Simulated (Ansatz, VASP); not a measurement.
C: VASP beside Ansatz

```xyz
2
Lattice="0.0000 1.7245 1.8969 1.7245 0.0000 1.8969 1.7245 1.7245 0.0000" Properties=species:S:1:pos:R:3 pbc="T T T"
C     1.7245    1.7245    1.8969
C     2.5867    2.5867    2.8454
```

Alike in both runs: task single point; functional r2SCAN; k mesh 12 × 12 × 12; occupations gaussian, width 0.05 eV; no spin polarisation.

|  | VASP | Ansatz |
| --- | --- | --- |
| version | VASP 6.6.1 | Ansatz 0.2.0 |
| potentials or method | VASP PAW PBE potentials, release 64 (C_h), cutoff 910 eV | scalar-relativistic, plane waves, PAW |
| valence electrons in the cell | 8 | 8 |

|  | VASP | Ansatz | Ansatz less VASP |
| --- | --- | --- | --- |
| gap on the k mesh at the Fermi level (eV) | 3.13 | 3.13 | -0.001 |
| least direct gap on the mesh (eV) | 5.00 | 5.00 | +0.002 |

VASP's potentials were made for PBE, not for r2SCAN.

Noted on VASP's run: the cutoff is short for stress, so the pressure is rough.
